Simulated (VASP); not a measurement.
# CoO (I4/mmm) in VASP: further runs

CoO is run at these levels: PBE; tasks: single point.

Program: VASP 6.6.1. These are calculated values, not measurements. Logs are shortened: lines on timing, memory, paths and dates and some standing lists are left out, and cuts for length are marked.

### 1 The cell of the first run

It takes space group I4/mmm (No. 139, tetragonal). The conventional cell has a = 3.016 Å, b = 3.016 Å, c = 4.214 Å, α = 90.00°, β = 90.00°, γ = 90.00°. Within 2.8 Å of Co (site symmetry 4/mmm) lie 6 O at 2.11 to 2.13 Å. O (site symmetry 4/mmm) has 6 Co at 2.11 to 2.13 Å within 2.8 Å.

### 2 Single point, PBE, collinear spin, ferromagnetic start

The input, INCAR:

```
SYSTEM = CoO
PREC = Accurate ; ENCUT = 520
EDIFF = 1E-6 ; ISMEAR = -1
SIGMA = 0.05 ; LREAL = .False.
LASPH = .True. ; NELM = 150
ALGO = Normal ; ISIF = 2
LWAVE = .False. ; LCHARG = .True.
ISPIN = 2 ; MAGMOM = 1 0
LORBIT = 11 ; NUPDOWN = 1.0
LMAXMIX = 4 ; GGA = PE
LELF = .True. ; LVHAR = .True.
NBANDS = 18
```

The input, KPOINTS:

```
Automatic mesh
0
Gamma
  10 10 10
  0 0 0
```

The input, POSCAR:

```
CoO
1.0
   -1.5080000000      1.5080000000      2.1072475377
    1.5080000000     -1.5080000000      2.1072475377
    1.5080000000      1.5080000000     -2.1072475377
Co O
1 1
Direct
    0.0000000000      0.0000000000      0.0000000000
    0.5000000000      0.5000000000      0.0000000000
```

Potentials or basis: VASP PAW PBE potentials, release 64 (Co, O).

Run with:

```bash
$ cat potpaw_PBE.64/Co/POTCAR potpaw_PBE.64/O/POTCAR > POTCAR
$ mpirun -np 1 vasp_std > vasp.out
```

OUTCAR:

```text
SYSTEM = CoO
   PREC = Accurate
   ENCUT = 520
   EDIFF = 1E-6
   ISMEAR = -1
   LREAL = .False.
   LASPH = .True.
   NELM = 150
   ISIF = 2
   ISPIN = 2
   LORBIT = 11
   NUPDOWN = 1.0
   GGA = PE

 ion  position               nearest neighbor table
   1  0.000  0.000  0.000-   2 2.11   2 2.11   2 2.13   2 2.13   2 2.13   2 2.13
   2  0.500  0.500  0.000-   1 2.11   1 2.11   1 2.13   1 2.13   1 2.13   1 2.13

  LATTYP: Found a body centered tetragonal cell.
 ALAT       =     3.0160000000
 C/A-ratio  =     1.3973790038

  Lattice vectors:

 A1 = (  -1.5080000000,   1.5080000000,   2.1072475377)
 A2 = (   1.5080000000,  -1.5080000000,   2.1072475377)
 A3 = (   1.5080000000,   1.5080000000,  -2.1072475377)

Analysis of symmetry for initial positions (statically):
=====================================================================
 Subroutine PRICEL returns:
 Original cell was already a primitive cell.

 Routine SETGRP: Setting up the symmetry group for a
 body centered tetragonal supercell.

 Subroutine GETGRP returns: Found 16 space group operations
 (whereof 16 operations were pure point group operations)
 out of a pool of 16 trial point group operations.

The static configuration has the point symmetry D_4h.

Analysis of symmetry for dynamics (positions and initial velocities):
=====================================================================
 Subroutine PRICEL returns:
 Original cell was already a primitive cell.

 Routine SETGRP: Setting up the symmetry group for a
 body centered tetragonal supercell.

 Subroutine GETGRP returns: Found 16 space group operations
 (whereof 16 operations were pure point group operations)
 out of a pool of 16 trial point group operations.

The dynamic configuration has the point symmetry D_4h.

Analysis of structural, dynamic, and magnetic symmetry:
=====================================================================
 Subroutine PRICEL returns:
 Original cell was already a primitive cell.

 Routine SETGRP: Setting up the symmetry group for a
 body centered tetragonal supercell.

 Subroutine GETGRP returns: Found 16 space group operations
 (whereof 16 operations were pure point group operations)
 out of a pool of 16 trial point group operations.

The overall configuration has the point symmetry D_4h.

 Subroutine INISYM returns: Found 16 space group operations
 (whereof 16 operations are pure point group operations),
 and found     1 'primitive' translations

----------------------------------------------------------------------------------------

                                     Primitive cell

  volume of cell :      19.1681

  direct lattice vectors                    reciprocal lattice vectors
    -1.508000000  1.508000000  2.107247538     0.000000000  0.331564987  0.237276348
     1.508000000 -1.508000000  2.107247538     0.331564987  0.000000000  0.237276348
     1.508000000  1.508000000 -2.107247538     0.331564987  0.331564987  0.000000000

  length of vectors
     2.998102764  2.998102764  2.998102764     0.407719764  0.407719764  0.468903701

  position of ions in fractional coordinates (direct lattice)
     0.000000000  0.000000000  0.000000000
     0.500000000  0.500000000  0.000000000

  ion indices of the primitive-cell ions
   primitive index   ion index
                 1           1
                 2           2

----------------------------------------------------------------------------------------

 KPOINTS: Automatic mesh

Automatic generation of k-mesh.
 Grid dimensions read from file:
 generate k-points for:   10   10   10

 Generating k-lattice:

  Cartesian coordinates                     Fractional coordinates (reciprocal lattice)
     0.000000000  0.033156499  0.023727635     0.100000000  0.000000000 -0.000000000
     0.033156499  0.000000000  0.023727635     0.000000000  0.100000000 -0.000000000
     0.033156499  0.033156499  0.000000000     0.000000000  0.000000000  0.100000000

  Length of vectors
     0.040771976  0.040771976  0.046890370

  Shift w.r.t. Gamma in fractional coordinates (k-lattice)
     0.000000000  0.000000000  0.000000000

 Subroutine IBZKPT returns following result:
 ===========================================

 Found    102 irreducible k-points:

 Following reciprocal coordinates:
            Coordinates               Weight
  0.000000  0.000000  0.000000      1.000000
  0.100000  0.000000  0.000000      8.000000
  0.200000  0.000000  0.000000      8.000000
  0.300000  0.000000  0.000000      8.000000
  0.400000  0.000000  0.000000      8.000000
  0.500000  0.000000 -0.000000      4.000000
[... 16 lines left out ...]
  0.300000  0.300000  0.000000      8.000000
  0.400000  0.300000 -0.000000     16.000000
 [... further k-points ...]
   k-points           NKPTS =    102   k-points in BZ     NKDIM =    102   number of bands    NBANDS=     18
   number of dos      NEDOS =    301   number of ions     NIONS =      2
   total plane-waves  NPLWV =  13824
   dimension x,y,z NGX =    24 NGY =   24 NGZ =   24
   dimension x,y,z NGXF=    48 NGYF=   48 NGZF=   48
   ions per type =               1   1
   NGX,Y,Z   is equivalent  to a cutoff of  13.31, 13.31, 13.31 a.u.
   NGXF,Y,Z  is equivalent  to a cutoff of  26.62, 26.62, 26.62 a.u.
 SYSTEM =  CoO
   PREC   = accura    normal or accurate (medium, high low for compatibility)
   ISTART =      0    job   : 0-new  1-cont  2-samecut
   ICHARG =      2    charge: 1-file 2-atom 10-const
   ISPIN  =      2    spin polarized calculation?
   LNONCOLLINEAR =      F non collinear calculations
   LSORBIT =      F    spin-orbit coupling
   LASPH  =      T    aspherical Exc in radial PAW
   ENCUT  =  520.0 eV  38.22 Ry    6.18 a.u.   5.57  5.57  5.57*2*pi/ulx,y,z
   NELM   =    150;   NELMIN=  2; NELMDL= -5     # of ELM steps
   EDIFF  = 0.1E-05   stopping-criterion for ELM
   LREAL  =      F    real-space projection
   EDIFFG = 0.1E-04   stopping-criterion for IOM
   NSW    =      0    number of steps for IOM
   IBRION =     -1    ionic relax: 0-MD 1-quasi-New 2-CG
   NFREE  =      0    steps in history (QN), initial steepest desc. (CG)
   ISIF   =      2    stress and relaxation
   ISYM   =      2    0-nonsym 1-usesym 2-fastsym
   POTIM  = 0.5000    time-step for ionic-motion
   TEBEG  =    0.0;   TEEND  =   0.0 temperature during run
   PSTRESS=    0.0 pullay stress
   NELECT =      15.0000    total number of electrons
   NUPDOWN=       1.0000    fix difference up-down
   EMIN   =  10.00;   EMAX   =-10.00  energy-range for DOS
   EFERMI =   0.00;   METHOD = LEGACY
   ISMEAR =    -1;   SIGMA  =   0.05  broadening in eV -4-tet -1-fermi 0-gaus
   EFERMI_NEDOS =   21; number of points for ismear=-14 and -15
   IALGO  =     38    algorithm
   IMIX   =      4    mixing-type and parameters
     AMIX     =   0.40;   BMIX     =  1.00
     AMIX_MAG =   1.60;   BMIX_MAG =  1.00
  volume/ion in A,a.u.               =       9.58        64.68
  Fermi-wavevector in a.u.,A,eV,Ry     =   1.508618  2.850874 30.965868  2.275927
  Thomas-Fermi vector in A             =   2.619048
   LORBIT       =     11    0 simple, 1 ext, 2 COOP (PROOUT), +10 PAW based schemes
   GGA     = PE    functional components
   LHFCALC =     F    Hartree Fock is set to
   AEXX    =    0.0000 exact exchange contribution
   IVDW    =     0    specifies the selected vdW correction
   LEPSILON=     F    determine dielectric tensor
   LRPA    =     F    only Hartree local field effects (RPA)
 spin polarized calculation
  energy-cutoff  :      520.00
  volume of cell :       19.17
 maximum number of plane-waves:       533
 NGX is ok and might be reduce to    24
   NGX = 11   NGY = 11   NGZ = 11

 number of electron      15.0000006 magnetization       1.0000000

 Free energy of the ion-electron system (eV)
  ---------------------------------------------------
  ext. energy  EPLUGINS =         0.00000000
  ---------------------------------------------------
  free energy    TOTEN  =       -12.77848915 eV

  energy without entropy =      -12.76113720  energy(sigma->0) =      -12.76981317

 E-fermi :   7.9982     XC(G=0): -12.4595

 val. band max:        7.9712396451   @ k =   0.1000   0.1000   0.0000
 cond. band min:       7.5409771476   @ k =   0.3000   0.3000   0.2000
 fundamental gap:     -0.4302624975
 Fermi energy:         7.5407460451

 spin component 1

 k-point     1 :       0.0000    0.0000    0.0000
  band No.  band energies     occupation
      1     -12.4672      1.00000
      2       4.5728      1.00000
      3       4.6119      1.00000
      4       4.6119      1.00000
      5       5.8961      1.00000
      6       5.9172      1.00000
[... 10 lines left out ...]
     17      30.3048      0.00000
     18      33.0136      0.00000

 k-point     2 :       0.1000    0.0000    0.0000
  band No.  band energies     occupation
      1     -12.3660      1.00000
      2       3.8348      1.00000
      3       4.0997      1.00000
      4       4.1236      1.00000
      5       6.1559      1.00000
      6       6.1941      1.00000
[... 10 lines left out ...]
     17      31.2976      0.00000
     18      34.6001      0.00000

 k-point     3 :       0.2000    0.0000    0.0000
  band No.  band energies     occupation
      1     -12.0887      1.00000
      2       2.4465      1.00000
      3       3.3679      1.00000
      4       3.3949      1.00000
      5       6.3744      1.00000
      6       6.4052      1.00000
[... 412 lines left out ...]
 k-point    23 :       0.3000    0.3000    0.0000
  band No.  band energies     occupation
      1     -11.2062      1.00000
      2       0.8221      1.00000
      3       1.9279      1.00000
      4       2.3762      1.00000
      5       6.6049      1.00000
      6       6.9450      0.99999
[... 10 lines left out ...]
     17      36.9181      0.00000
     18      38.8699      0.00000

 k-point    24 :       0.4000    0.3000   -0.0000
  band No.  band energies     occupation
      1     -11.1658      1.00000
      2       1.0787      1.00000
      3       1.7296      1.00000
      4       2.5641      1.00000
      5       6.3792      1.00000
      6       7.0880      0.99988
[... 10 lines left out ...]
     17      36.9782      0.00000
     18      38.6249      0.00000

 [... further k-points ...]

 spin component 2

 k-point     1 :       0.0000    0.0000    0.0000
  band No.  band energies     occupation
      1     -12.4859      1.00000
      2       4.5383      1.00000
      3       4.5767      1.00000
      4       4.5767      1.00000
      5       6.6393      1.00000
      6       6.6394      1.00000
[... 10 lines left out ...]
     17      30.6872      0.00000
     18      33.4938      0.00000

 k-point     2 :       0.1000    0.0000    0.0000
  band No.  band energies     occupation
      1     -12.3862      1.00000
      2       3.8492      1.00000
      3       4.2679      1.00000
      4       4.2917      1.00000
      5       6.7534      1.00000
      6       6.7686      1.00000
[... 10 lines left out ...]
     17      31.6071      0.00000
     18      35.0589      0.00000

 k-point     3 :       0.2000    0.0000    0.0000
  band No.  band energies     occupation
      1     -12.1131      1.00000
      2       2.4950      1.00000
      3       3.6999      1.00000
      4       3.7240      1.00000
      5       6.9995      1.00000
      6       7.0077      1.00000
[... 412 lines left out ...]
 k-point    23 :       0.3000    0.3000    0.0000
  band No.  band energies     occupation
      1     -11.2374      1.00000
      2       0.9504      1.00000
      3       1.9727      1.00000
      4       2.7844      1.00000
      5       7.4320      0.99999
      6       7.5059      0.99995
[... 10 lines left out ...]
     17      37.1496      0.00000
     18      39.2206      0.00000

 k-point    24 :       0.4000    0.3000   -0.0000
  band No.  band energies     occupation
      1     -11.1939      1.00000
      2       1.1430      1.00000
      3       1.8405      1.00000
      4       2.8996      1.00000
      5       6.9790      1.00000
      6       7.6680      0.99865
[... 10 lines left out ...]
     17      37.2533      0.00000
     18      38.9939      0.00000

 [... further k-points ...]

------------------------ aborting loop because EDIFF is reached ----------------------------------------

  FORCE on cell =-STRESS in cart. coord.  units (eV):
  Direction    XX          YY          ZZ          XY          YZ          ZX
  --------------------------------------------------------------------------------------
  -------------------------------------------------------------------------------------
  Total       -1.7600221     -1.7600221     -1.5970897      0.0000000      0.0000000      0.0000000
  in kB     -147.1128006   -147.1128006   -133.4939764      0.0000000      0.0000000      0.0000000
  external PRESSURE =    -142.5731925 kB  Pullay stress =       0.0000000 kB

 VOLUME and BASIS-vectors are now :
 -----------------------------------------------------------------------------
  energy-cutoff  :      520.00
  volume of cell :       19.17
      direct lattice vectors                 reciprocal lattice vectors
    -1.508000000  1.508000000  2.107247538     0.000000000  0.331564987  0.237276348
     1.508000000 -1.508000000  2.107247538     0.331564987  0.000000000  0.237276348
     1.508000000  1.508000000 -2.107247538     0.331564987  0.331564987  0.000000000

 POSITION                                       TOTAL-FORCE (eV/Angst)
 -----------------------------------------------------------------------------------
      0.00000      0.00000      0.00000        -0.000000      0.000000      0.000000
      0.00000      0.00000      2.10725         0.000000     -0.000000      0.000000
 -----------------------------------------------------------------------------------
    total drift:                               -0.000000      0.000000     -0.000000

  FREE ENERGIE OF THE ION-ELECTRON SYSTEM (eV)
  ---------------------------------------------------
  free  energy   TOTEN  =       -12.7784891483 eV

  energy  without entropy=      -12.7611371977  energy(sigma->0) =      -12.76981317

 total charge

# of ion       s       p       d       tot
------------------------------------------
    1        0.278   0.333   7.292   7.903
    2        1.560   3.373   0.000   4.932
--------------------------------------------------
tot          1.838   3.705   7.292  12.836

 magnetization (x)

# of ion       s       p       d       tot
------------------------------------------
    1        0.015   0.008   0.996   1.019
    2        0.017  -0.050   0.000  -0.033
--------------------------------------------------
tot          0.032  -0.042   0.996   0.986
```

Run time: 57 s. Hardware: 1 thread of Intel Xeon Platinum 8488C (Sapphire Rapids), shared host; peak memory 0.18 GiB.

What came out:

```yaml
Free_energy: -12.7785 eV
Pressure: -14.3 GPa
Net_moment: 1.00 μB per cell
Site_moments: Co +1.02; O -0.03 μB
Valence_electrons_inside_the_program's_atomic_spheres: Co 7.90; O 4.93
```

Caveat: the cell stands under tension; the total moment is fixed, so each spin has its own Fermi level and the state may be an excited one; a cell with one magnetic atom can't hold antiferromagnetic order, which such compounds often take.

### 3 Single point, PBE, collinear spin, ferromagnetic start

The input, INCAR:

```
PREC     = Accurate       # precision mode
ENCUT    = 520            # plane-wave cutoff, eV
EDIFF    = 1E-6           # SCF threshold, eV
ISMEAR   = -1             # smearing method
SIGMA    = 0.05           # smearing width, eV
LREAL    = F              # projectors in reciprocal space
LASPH    = T              # aspherical terms in the spheres
NELM     = 150            # most SCF steps
ALGO     = Normal         # electronic algorithm
ISIF     = 2              # what is computed and relaxed
LWAVE    = F              # write WAVECAR
LCHARG   = F              # write CHGCAR
ISPIN    = 2              # spin polarisation
MAGMOM   = 1.5 0          # initial moments
LORBIT   = 11             # projections on sites
NUPDOWN  = 1.5            # fixed moment
LMAXMIX  = 4              # l up to which the mixer works
GGA      = PE             # functional
NBANDS   = 18             # bands
```

The input, KPOINTS:

```
regular mesh
0
Gamma
  10 10 10
```

POSCAR is that of step 2.

Potentials or basis: VASP PAW PBE potentials, release 64 (Co, O).

Run with:

```bash
$ cat potpaw_PBE.64/Co/POTCAR potpaw_PBE.64/O/POTCAR > POTCAR
$ mpirun -np 1 vasp_std > vasp.out
```

It took 56 s on 1 thread of Intel Xeon Platinum 8488C (Sapphire Rapids), shared host; peak memory 0.18 GiB.

It converged, with:

- Free energy: -12.8778 eV
- Pressure: -11.3 GPa
- Net moment: 1.50 μB per cell
- Site moments: Co +1.47; O +0.01 μB
- Valence electrons inside the program's atomic spheres: Co 7.89; O 4.94

Stress tensor (GPa, compression positive):
```
-11.66   0.00   0.00
  0.00 -11.66   0.00
  0.00   0.00 -10.66
```

Caveat: the cell stands under tension; the total moment is fixed, so each spin has its own Fermi level and the state may be an excited one; a cell with one magnetic atom can't hold antiferromagnetic order, which such compounds often take.

[end of part 1 of 3]
